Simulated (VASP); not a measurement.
A run of VASP 6.6.1 is set up as follows.

The input INCAR:

```
SYSTEM = BP
PREC     = Accurate       ! precision mode
ENCUT    = 420            ! plane-wave cutoff, eV
EDIFF    = 1E-8           ! SCF threshold, eV
ISMEAR   = -1             ! smearing method
SIGMA    = 0.05           ! smearing width, eV
LREAL    = .FALSE.        ! projectors in reciprocal space
LASPH    = .TRUE.         ! aspherical terms in the spheres
NELM     = 120            ! most SCF steps
ALGO     = Normal         ! electronic algorithm
ISIF     = 2              ! what is computed and relaxed
LWAVE    = .FALSE.        ! write WAVECAR
LCHARG   = .FALSE.        ! write CHGCAR
LEFG     = .TRUE.       
NBANDS   = 11             ! bands
GGA_COMPAT= .FALSE.
```

File KPOINTS:

```
regular mesh
0
G
  15 15 15
  0 0 0
```

The input POSCAR:

```
BP
1.0
    0.0000000000      2.2690000000      2.3370700000
    2.2690000000      0.0000000000      2.3370700000
    2.2690000000      2.2690000000      0.0000000000
B P
1 1
Direct
    0.0000000000      0.0000000000      0.0000000000
    0.7500000000      0.7500000000      0.7500000000
```

Potentials or basis: VASP PAW LDA potentials, release 64 (B, P).

Launch:

```console
$ cat potpaw_LDA.64/B/POTCAR potpaw_LDA.64/P/POTCAR > POTCAR
$ mpirun -np 1 vasp_std > vasp.out
```

Question: Estimate the pressure.

Answer: -9.6 GPa.

Question: Predict the band gap on the k mesh.

Answer: 1.00 eV (least direct gap 3.19 eV).

Stress tensor (GPa, compression positive):
```
 -6.95   0.00   0.00
  0.00  -6.95   0.00
  0.00   0.00 -14.95
```

Caveat: the cell differs from its parent crystal (zz strain of +3 %); the cell stands under tension; without QUAD_EFG the Cq values of the log hold for a quadrupole moment of 1 mb, not for the nuclei; an odd mesh through Γ misses points on the zone boundary, where band edges can lie.
